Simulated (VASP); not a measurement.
A run of VASP 6.6.1 is set up as follows.

Contents of INCAR:

```
ALGO = Normal ; EDIFF = 1E-6
ENCUT = 520 ; GGA = PS
ISIF = 2 ; ISMEAR = -1
LASPH = T ; LCHARG = F
LREAL = F ; LWAVE = F
NBANDS = 12 ; NELM = 100
PREC = Accurate ; SIGMA = 0.05
```

Contents of KPOINTS:

```
k-points
0
Gamma
  11 11 11
```

POSCAR

```
Ag
1.0
   -1.5271511462      1.5271511462      1.5271511462
    1.5271511462     -1.5271511462      1.5271511462
    1.5271511462      1.5271511462     -1.5271511462
Ag
1
Direct
    0.0000000000      0.0000000000      0.0000000000
```

Potentials or basis: VASP PAW PBE potentials, release 64 (Ag).

Run with:

```sh
$ cat potpaw_PBE.64/Ag/POTCAR > POTCAR
$ mpirun -np 1 vasp_std > vasp.out
```

Question: Estimate the pressure.

Answer: 29.4 GPa.

Caveat: the PAW data sets were made with another functional, which shifts forces and pressure a little.
